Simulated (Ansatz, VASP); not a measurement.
One calculation of MgS, two programs

Contents of INCAR:

```
SYSTEM = MgS
ALGO = Normal
EDIFF = 1E-7
ENCUT = 520
GGA = PE
ISIF = 2
ISMEAR = 0
LASPH = .True.
LCHARG = .False.
LREAL = .False.
LWAVE = .False.
NBANDS = 11
NELM = 80
PREC = Accurate
SIGMA = 0.02
```

File KPOINTS:

```
k-points
0
Gamma
  8 8 8
  0 0 0
```

POSCAR

```
MgS
1.0
    0.0000000000      2.6661424052      2.6661424052
    2.6661424052      0.0000000000      2.6661424052
    2.6661424052      2.6661424052      0.0000000000
Mg S
1 1
Direct
    0.0000000000      0.0000000000      0.0000000000
    0.5000000000      0.5000000000      0.5000000000
```

Input for Ansatz:

```yaml
crystal:
  lattice:
    - [0.0, 2.6661424052, 2.6661424052]
    - [2.6661424052, 0.0, 2.6661424052]
    - [2.6661424052, 2.6661424052, 0.0]
  atoms:
    - { symbol: Mg, position: [0.0, 0.0, 0.0] }
    - { symbol: S, position: [0.5, 0.5, 0.5] }
basis:
  ecutwfc: 420
kpoints:
  mp_grid: { grid: [8, 8, 8] }
hamiltonian:
  xc: pbe
scf:
  occupations: { method: gaussian, width: 0.02 }
output:
  forces: true
  stress: true
  eigenvalues: true
```

Alike in both runs: task single point; functional PBE; k mesh 8 × 8 × 8; occupations gaussian, width 0.02 eV; no spin polarisation.

|  | VASP | Ansatz |
| --- | --- | --- |
| version | VASP 6.6.1 | Ansatz 0.2.0 |
| potentials or method | VASP PAW PBE potentials, release 64 (Mg, S), cutoff 520 eV | scalar-relativistic, plane waves, PAW |
| valence electrons in the cell | 8 | 16 |

|  | VASP | Ansatz | Ansatz less VASP |
| --- | --- | --- | --- |
| gap on the k mesh at the Fermi level (eV) | 2.61 | 2.63 | +0.018 |
| least direct gap on the mesh (eV) | 3.16 | 3.17 | +0.014 |
| pressure (GPa) | -4.1 | -3.8 | +0.27 |

VASP's potentials hold 8 valence electrons a cell and Ansatz's 16, so a difference there can come from the potentials and not from the codes.
